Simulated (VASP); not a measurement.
# BeCdTeSe (P4/mmm) in VASP: further runs, part 2 of 3

VASP 6.6.1.

### 3 Single point, PBE

This run uses another cell than the first one, of 23.36 Å³/atom, 1.077 times its volume.

File INCAR:

```
SYSTEM = BeCdTeSe
PREC = Accurate
ENCUT = 520
EDIFF = 1E-7
ISMEAR = 0
SIGMA = 0.1
LREAL = .False.
LASPH = .True.
NELM = 100
ALGO = Normal
ISIF = 2
LWAVE = .False.
LCHARG = .False.
GGA = PE
NBANDS = 21
```

File KPOINTS:

```
Automatic mesh
0
Gamma
  4 4 4
  0 0 0
```

File POSCAR:

```
BeCdTeSe
1.0
    4.0240064786      0.0000000000      0.0000000000
    0.0000000000      4.0240064786      0.0000000000
    0.0000000000      0.0000000000      5.7716167167
Be Cd Te Se
1 1 1 1
Direct
    0.0000000000      0.0000000000      0.5000000000
    0.5000000000      0.5000000000      0.5000000000
    0.0000000000      0.0000000000      0.0000000000
    0.5000000000      0.5000000000      0.0000000000
```

Potentials or basis: VASP PAW PBE potentials, release 64 (Be, Cd, Te, Se).

The run is started by

```console
$ cat potpaw_PBE.64/Be/POTCAR potpaw_PBE.64/Cd/POTCAR potpaw_PBE.64/Te/POTCAR potpaw_PBE.64/Se/POTCAR > POTCAR
$ mpirun -np 1 vasp_std > vasp.out
```

OUTCAR:

```text
SYSTEM = BeCdTeSe
   PREC = Accurate
   ENCUT = 520
   EDIFF = 1E-7
   ISMEAR = 0
   LREAL = .False.
   LASPH = .True.
   NELM = 100
   ISIF = 2
   GGA = PE

 ion  position               nearest neighbor table
   1  0.000  0.000  0.500-   2 2.85   2 2.85   2 2.85   2 2.85   3 2.89   3 2.89
   2  0.500  0.500  0.500-   1 2.85   1 2.85   1 2.85   1 2.85   4 2.89   4 2.89
   3  0.000  0.000  0.000-   4 2.85   4 2.85   4 2.85   4 2.85   1 2.89   1 2.89
   4  0.500  0.500  0.000-   3 2.85   3 2.85   3 2.85   3 2.85   2 2.89   2 2.89

  LATTYP: Found a simple tetragonal cell.
 ALAT       =     4.0240064786
 C/A-ratio  =     1.4342960796

  Lattice vectors:

 A1 = (   4.0240064786,   0.0000000000,   0.0000000000)
 A2 = (   0.0000000000,   4.0240064786,   0.0000000000)
 A3 = (   0.0000000000,   0.0000000000,   5.7716167167)

Analysis of symmetry for initial positions (statically):
=====================================================================
 Subroutine PRICEL returns:
 Original cell was already a primitive cell.

 Routine SETGRP: Setting up the symmetry group for a
 simple tetragonal supercell.

 Subroutine GETGRP returns: Found 16 space group operations
 (whereof 16 operations were pure point group operations)
 out of a pool of 16 trial point group operations.

The static configuration has the point symmetry D_4h.

Analysis of symmetry for dynamics (positions and initial velocities):
=====================================================================
 Subroutine PRICEL returns:
 Original cell was already a primitive cell.

 Routine SETGRP: Setting up the symmetry group for a
 simple tetragonal supercell.

 Subroutine GETGRP returns: Found 16 space group operations
 (whereof 16 operations were pure point group operations)
 out of a pool of 16 trial point group operations.

The dynamic configuration has the point symmetry D_4h.

 Subroutine INISYM returns: Found 16 space group operations
 (whereof 16 operations are pure point group operations),
[... 111 lines left out ...]
   IMIX   =      4    mixing-type and parameters
     AMIX     =   0.40;   BMIX     =  1.00
     AMIX_MAG =   1.60;   BMIX_MAG =  1.00
  volume/ion in A,a.u.               =      23.36       157.67
  Fermi-wavevector in a.u.,A,eV,Ry     =   1.068713  2.019574 15.539854  1.142147
  Thomas-Fermi vector in A             =   2.204370
   LORBIT       =      0    0 simple, 1 ext, 2 COOP (PROOUT), +10 PAW based schemes
   GGA     = PE    functional components
   LHFCALC =     F    Hartree Fock is set to
   AEXX    =    0.0000 exact exchange contribution
   IVDW    =     0    specifies the selected vdW correction
   LEPSILON=     F    determine dielectric tensor
   LRPA    =     F    only Hartree local field effects (RPA)
 non-spin polarized calculation
 Gauss-broadening in eV      SIGMA  =   0.10
  energy-cutoff  :      520.00
  volume of cell :       93.46
 maximum number of plane-waves:      2558
 NGX is ok and might be reduce to    30
   NGX = 15   NGY = 15   NGZ = 21

 number of electron      25.9999992 magnetization

 Free energy of the ion-electron system (eV)
  ---------------------------------------------------
  ext. energy  EPLUGINS =         0.00000000
  ---------------------------------------------------
  free energy    TOTEN  =        -9.63908427 eV

  energy without entropy =       -9.63326826  energy(sigma->0) =       -9.63617626

 E-fermi :   4.4659     XC(G=0):  -9.6620

 val. band max:        4.2506695513   @ k =   0.5000   0.2500   0.5000
 cond. band min:       4.4917689413   @ k =   0.5000   0.2500   0.5000
 fundamental gap:      0.2410993900
 Fermi energy:         4.4659022193

 k-point     1 :       0.0000    0.0000    0.0000
  band No.  band energies     occupation
      1     -10.6484      2.00000
      2      -5.2572      2.00000
      3      -3.9699      2.00000
      4      -3.8801      2.00000
      5      -3.8328      2.00000
      6      -3.8328      2.00000
[... 421 lines left out ...]
     20      10.7534      0.00000
     21      10.7534      0.00000

------------------------ aborting loop because EDIFF is reached ----------------------------------------

  FORCE on cell =-STRESS in cart. coord.  units (eV):
  Direction    XX          YY          ZZ          XY          YZ          ZX
  --------------------------------------------------------------------------------------
  -------------------------------------------------------------------------------------
  Total        0.0804651      0.0804651      0.0295511      0.0000000      0.0000000     -0.0000000
  in kB        1.3794421      1.3794421      0.5066057      0.0000000      0.0000000     -0.0000000
  external PRESSURE =       1.0884966 kB  Pullay stress =       0.0000000 kB

 VOLUME and BASIS-vectors are now :
 -----------------------------------------------------------------------------
  energy-cutoff  :      520.00
  volume of cell :       93.46
      direct lattice vectors                 reciprocal lattice vectors
     4.024006479  0.000000000  0.000000000     0.248508546  0.000000000  0.000000000
     0.000000000  4.024006479  0.000000000     0.000000000  0.248508546  0.000000000
     0.000000000  0.000000000  5.771616717     0.000000000  0.000000000  0.173261679

 POSITION                                       TOTAL-FORCE (eV/Angst)
 -----------------------------------------------------------------------------------
      0.00000      0.00000      2.88581         0.000000      0.000000      0.000000
      2.01200      2.01200      2.88581         0.000000      0.000000      0.000000
      0.00000      0.00000      0.00000         0.000000      0.000000      0.000000
      2.01200      2.01200      0.00000         0.000000      0.000000      0.000000
 -----------------------------------------------------------------------------------
    total drift:                                0.000000      0.000000      0.000000

  FREE ENERGIE OF THE ION-ELECTRON SYSTEM (eV)
  ---------------------------------------------------
  free  energy   TOTEN  =        -9.6390842681 eV

  energy  without entropy=       -9.6332682603  energy(sigma->0) =       -9.63617626
```

OSZICAR:

```text
N       E                     dE             d eps       ncg     rms          rms(c)
DAV:   1     0.131035272951E+03    0.13104E+03   -0.11244E+04   756   0.106E+03
DAV:   2    -0.239077715462E+01   -0.13343E+03   -0.12799E+03   864   0.237E+02
DAV:   3    -0.972477422310E+01   -0.73340E+01   -0.71839E+01   953   0.541E+01
DAV:   4    -0.980020683355E+01   -0.75433E-01   -0.75361E-01   861   0.528E+00
DAV:   5    -0.980099416256E+01   -0.78733E-03   -0.78729E-03   938   0.596E-01    0.977E+00
DAV:   6    -0.964536961927E+01    0.15562E+00   -0.38922E-01   850   0.530E+00    0.627E+00
DAV:   7    -0.963989540019E+01    0.54742E-02   -0.13071E-01   866   0.186E+00    0.165E+00
DAV:   8    -0.963923661611E+01    0.65878E-03   -0.13789E-02   826   0.105E+00    0.405E-01
DAV:   9    -0.963907050285E+01    0.16611E-03   -0.15626E-03   861   0.249E-01    0.797E-02
DAV:  10    -0.963908113694E+01   -0.10634E-04   -0.10623E-04   852   0.754E-02    0.180E-02
DAV:  11    -0.963908319084E+01   -0.20539E-05   -0.54562E-06   846   0.147E-02    0.636E-03
DAV:  12    -0.963908421266E+01   -0.10218E-05   -0.16550E-06   836   0.729E-03    0.190E-03
DAV:  13    -0.963908426813E+01   -0.55478E-07   -0.13802E-07   632   0.222E-03
   1 F= -.96390843E+01 E0= -.96361763E+01  d E =-.581601E-02
```

stdout:

```text
POSCAR found type information on POSCAR BeCdTeSe
 POSCAR found :  4 types and       4 ions
 scaLAPACK will be used
 LDA part: xc-table for (Slater+PW92), standard interpolation
 POSCAR, INCAR and KPOINTS ok, starting setup
 FFT: planning ... GRIDC
 FFT: planning ... GRID_SOFT
 FFT: planning ... GRID
 WAVECAR not read
 entering main loop
```

Run time: 27 s. Hardware: 1 thread of Intel Xeon 6975P-C (Granite Rapids), shared host; peak memory 0.22 GiB.

What came out:

```
Free energy            : -9.6391 eV
Pressure               : 0.1 GPa
Band gap on the k mesh : zero (band 13 reaches 6.43 eV, above the bottom of band 14 at 2.77 eV)
```

Levels at points of the mesh, in eV from the Fermi level:
```
           k point  band 11  band 12  band 13  band 14  band 15  band 16
(0.00, 0.00, 0.00)    -4.70    -0.99     1.97     1.97     2.78     2.97
(0.50, 0.00, 0.00)    -2.75    -2.65    -1.74    -1.70    -1.54     4.14
(0.50, 0.50, 0.00)    -2.95    -0.74    -0.62    -0.62    -0.22     3.54
(0.00, 0.00, 0.50)    -0.98    -0.76     0.82     1.57     1.57     2.74
(0.50, 0.00, 0.50)    -1.76    -1.70    -1.66     0.22     0.80     2.60
(0.50, 0.50, 0.50)    -3.42    -1.39    -1.39     2.21     2.73     2.95
```

Caveat: the k points lie up to 0.39 Å⁻¹ apart; spin-orbit coupling is left out, which moves the levels of the heavy elements.

### 4 Relaxation of cell and atoms, PBE

File INCAR:

```
SYSTEM = BeCdTeSe
PREC = Accurate ; ENCUT = 600
EDIFF = 1E-6 ; ISMEAR = 0
SIGMA = 0.1 ; LREAL = .FALSE.
LASPH = .TRUE. ; NELM = 60
ALGO = Normal ; ISIF = 3
LWAVE = .FALSE. ; LCHARG = .FALSE.
GGA = PE ; IBRION = 2
NSW = 90 ; EDIFFG = -0.04
```

File KPOINTS:

```
Automatic mesh
0
G
  4 4 4
  0 0 0
```

File POSCAR:

```
BeCdTeSe
1.0
    3.9470928000      0.0000000000      0.0000000000
    0.0000000000      3.9470928000      0.0000000000
    0.0000000000      0.0000000000      5.5677667400
Be Cd Te Se
1 1 1 1
Direct
    0.0000000000      0.0000000000      0.5000000000
    0.5000000000      0.5000000000      0.5000000000
    0.0000000000      0.0000000000      0.0000000000
    0.5000000000      0.5000000000      0.0000000000
```

The run is started by

```console
$ cat potpaw_PBE.64/Be/POTCAR potpaw_PBE.64/Cd/POTCAR potpaw_PBE.64/Te/POTCAR potpaw_PBE.64/Se/POTCAR > POTCAR
$ mpirun -np 1 vasp_std > vasp.out
```

Run time: 91 s. Hardware: 1 thread of Intel Xeon 6975P-C (Granite Rapids), shared host; peak memory 0.26 GiB.

Results (log left out):

* Free energy: -9.6375 eV
* Relaxed volume: 23.48 Å³/atom
* Relaxed cell: a = 4.032 Å, b = 4.032 Å, c = 5.777 Å, α = 90.00°, β = 90.00°, γ = 90.00°
* Space group after relaxing (to 0.05 Å): P4/mmm (No. 123)
* Energy gained by relaxing: 22.4 meV/atom
* Ionic steps: 5
* Pressure after relaxing: -0.2 GPa
* Band gap on the k mesh: zero (band 13 reaches 6.38 eV, above the bottom of band 14 at 2.71 eV)

Stress tensor (GPa, compression positive):
```
-0.24  0.00  0.00
 0.00 -0.24  0.00
 0.00  0.00 -0.06
```

Step by step:
```csv
step,energy change (eV),largest force (eV/Å),pressure (GPa),volume (Å³)
1,0.0000,0.0000,4.25,86.74
2,-0.0772,0.0000,-0.58,94.16
3,-0.0797,0.0000,0.08,93.00
4,-0.0895,0.0000,-0.16,93.81
5,-0.0897,0.0000,-0.18,93.91
```

Final structure:
```
Be Cd Te Se
1.0
     4.03193    0.00000    0.00000
     0.00000    4.03193    0.00000
     0.00000    0.00000    5.77671
Be Cd Te Se
1 1 1 1
Direct
  0.00000 0.00000 0.50000
  0.50000 0.50000 0.50000
  0.00000 0.00000 0.00000
  0.50000 0.50000 0.00000
```

Levels at points of the mesh, in eV from the Fermi level:
```tsv
k point	band 9	band 10	band 11	band 12	band 13	band 14	band 15	band 16	band 17
(0.00, 0.00, 0.00)	-4.92	-4.68	-4.68	-1.01	1.95	1.95	2.78	2.94	2.94
(0.50, 0.00, 0.00)	-3.37	-3.17	-2.75	-2.64	-1.75	-1.72	-1.55	4.12	5.98
(0.50, 0.50, 0.00)	-6.78	-3.24	-2.95	-0.75	-0.61	-0.61	-0.24	3.54	3.54
(0.00, 0.00, 0.50)	-4.56	-4.56	-0.99	-0.77	0.83	1.57	1.57	2.70	2.91
(0.50, 0.00, 0.50)	-4.83	-2.65	-1.77	-1.70	-1.68	0.21	0.80	2.59	3.56
(0.50, 0.50, 0.50)	-6.55	-3.81	-3.43	-1.38	-1.38	2.19	2.71	2.94	4.30
```

Caveat: the k points lie up to 0.39 Å⁻¹ apart in the final cell; spin-orbit coupling is left out, which moves the levels of the heavy elements.

### 5 Single point, PBE

This run uses another cell than the first one, of 23.06 Å³/atom, 1.064 times its volume.

File INCAR:

```
SYSTEM = BeCdTeSe
  ALGO = Normal
  EDIFF = 1E-7
  ENCUT = 520
  GGA = PE
  ISIF = 2
  ISMEAR = 0
  LASPH = .True.
  LCHARG = .True.
  LELF = .True.
  LREAL = .False.
  LVHAR = .True.
  LWAVE = .False.
  NBANDS = 21
  NELM = 60
  PREC = Accurate
  SIGMA = 0.1
```

File KPOINTS:

```
k-points
0
Gamma
  12 12 8
  0 0 0
```

File POSCAR:

```
BeCdTeSe
1.0
    4.0267398336      0.0000000000      0.0000000000
    0.0000000000      4.0267398336      0.0000000000
    0.0000000000      0.0000000000      5.6896038066
Be Cd Te Se
1 1 1 1
Direct
    0.0000000000      0.0000000000      0.5000000000
    0.5000000000      0.5000000000      0.5000000000
    0.0000000000      0.0000000000      0.0000000000
    0.5000000000      0.5000000000      0.0000000000
```

Potentials or basis: VASP PAW PBE potentials, release 64 (Be, Cd, Te, Se).

The run is started by

```console
$ cat potpaw_PBE.64/Be/POTCAR potpaw_PBE.64/Cd/POTCAR potpaw_PBE.64/Te/POTCAR potpaw_PBE.64/Se/POTCAR > POTCAR
$ mpirun -np 1 vasp_std > vasp.out
```

OUTCAR:

```text
SYSTEM = BeCdTeSe
   EDIFF = 1E-7
   ENCUT = 520
   GGA = PE
   ISIF = 2
   ISMEAR = 0
   LASPH = .True.
   LREAL = .False.
   NELM = 60
   PREC = Accurate

 ion  position               nearest neighbor table
   1  0.000  0.000  0.500-   3 2.84   3 2.84   2 2.85   2 2.85   2 2.85   2 2.85
   2  0.500  0.500  0.500-   4 2.84   4 2.84   1 2.85   1 2.85   1 2.85   1 2.85
   3  0.000  0.000  0.000-   1 2.84   1 2.84   4 2.85   4 2.85   4 2.85   4 2.85
   4  0.500  0.500  0.000-   2 2.84   2 2.84   3 2.85   3 2.85   3 2.85   3 2.85

  LATTYP: Found a simple tetragonal cell.
 ALAT       =     4.0267398336
 C/A-ratio  =     1.4129554036

  Lattice vectors:

 A1 = (   4.0267398336,   0.0000000000,   0.0000000000)
 A2 = (   0.0000000000,   4.0267398336,   0.0000000000)
 A3 = (   0.0000000000,   0.0000000000,   5.6896038066)

Analysis of symmetry for initial positions (statically):
=====================================================================
 Subroutine PRICEL returns:
 Original cell was already a primitive cell.

 Routine SETGRP: Setting up the symmetry group for a
 simple tetragonal supercell.

[... 165 lines left out ...]
  ext. energy  EPLUGINS =         0.00000000
  ---------------------------------------------------
  free energy    TOTEN  =        -9.60820542 eV

  energy without entropy =       -9.59978262  energy(sigma->0) =       -9.60399402

 E-fermi :   4.4904     XC(G=0):  -9.7240

 val. band max:        4.4779955375   @ k =   0.2500   0.2500   0.5000
 cond. band min:       4.4929547937   @ k =   0.3333   0.3333   0.0000
 fundamental gap:      0.0149592562
 Fermi energy:         4.4904111730

 k-point     1 :       0.0000    0.0000    0.0000
  band No.  band energies     occupation
      1     -10.5598      2.00000
      2      -5.2169      2.00000
      3      -3.8999      2.00000
      4      -3.8112      2.00000
      5      -3.7702      2.00000
      6      -3.7702      2.00000
[... 565 lines left out ...]
     20      11.7625      0.00000
     21      13.9424      0.00000

 [... further k-points ...]
[... 5 lines left out ...]
  --------------------------------------------------------------------------------------
  -------------------------------------------------------------------------------------
  Total        0.0048923      0.0048923      0.1064059      0.0000000      0.0000000      0.0000000
  in kB        0.0849636      0.0849636      1.8479375      0.0000000      0.0000000      0.0000000
  external PRESSURE =       0.6726215 kB  Pullay stress =       0.0000000 kB

 VOLUME and BASIS-vectors are now :
 -----------------------------------------------------------------------------
  energy-cutoff  :      520.00
  volume of cell :       92.25
      direct lattice vectors                 reciprocal lattice vectors
     4.026739834  0.000000000  0.000000000     0.248339858  0.000000000  0.000000000
     0.000000000  4.026739834  0.000000000     0.000000000  0.248339858  0.000000000
     0.000000000  0.000000000  5.689603807     0.000000000  0.000000000  0.175759162

 POSITION                                       TOTAL-FORCE (eV/Angst)
 -----------------------------------------------------------------------------------
      0.00000      0.00000      2.84480         0.000000      0.000000      0.000000
      2.01337      2.01337      2.84480         0.000000      0.000000      0.000000
      0.00000      0.00000      0.00000         0.000000      0.000000      0.000000
      2.01337      2.01337      0.00000         0.000000      0.000000      0.000000
 -----------------------------------------------------------------------------------
    total drift:                                0.000000      0.000000      0.000000

  FREE ENERGIE OF THE ION-ELECTRON SYSTEM (eV)
  ---------------------------------------------------
  free  energy   TOTEN  =        -9.6082054165 eV

  energy  without entropy=       -9.5997826226  energy(sigma->0) =       -9.60399402
```

OSZICAR:

```text
N       E                     dE             d eps       ncg     rms          rms(c)
DAV:   1     0.132368909970E+03    0.13237E+03   -0.11196E+04  5880   0.106E+03
DAV:   2    -0.242474823846E+01   -0.13479E+03   -0.12954E+03  6749   0.240E+02
DAV:   3    -0.970188714028E+01   -0.72771E+01   -0.71953E+01  7427   0.541E+01
DAV:   4    -0.977067182164E+01   -0.68785E-01   -0.68522E-01  6585   0.515E+00
DAV:   5    -0.977135378132E+01   -0.68196E-03   -0.68186E-03  7388   0.561E-01    0.951E+00
DAV:   6    -0.961344363967E+01    0.15791E+00   -0.40680E-01  6725   0.561E+00    0.614E+00
DAV:   7    -0.960889592086E+01    0.45477E-02   -0.12846E-01  6828   0.185E+00    0.170E+00
DAV:   8    -0.960834937018E+01    0.54655E-03   -0.12052E-02  6520   0.957E-01    0.385E-01
DAV:   9    -0.960819446930E+01    0.15490E-03   -0.14237E-03  6873   0.202E-01    0.873E-02
DAV:  10    -0.960819976142E+01   -0.52921E-05   -0.92941E-05  6662   0.548E-02    0.236E-02
DAV:  11    -0.960820467119E+01   -0.49098E-05   -0.85432E-06  6728   0.196E-02    0.640E-03
DAV:  12    -0.960820541827E+01   -0.74709E-06   -0.10039E-06  6661   0.720E-03    0.377E-03
DAV:  13    -0.960820541653E+01    0.17476E-08   -0.19248E-07  5554   0.255E-03
   1 F= -.96082054E+01 E0= -.96039940E+01  d E =-.842279E-02
```

Wall time 3.2 min (1 thread of Intel Xeon 6975P-C (Granite Rapids), shared host); peak memory 0.44 GiB.

Results:

* Free energy: -9.6082 eV
* Pressure: 0.1 GPa
* Band gap on the k mesh: zero (band 13 reaches 6.52 eV, above the bottom of band 14 at 2.85 eV)

Caveat: spin-orbit coupling is left out, which moves the levels of the heavy elements.

(Continued in part 3 of 3.)
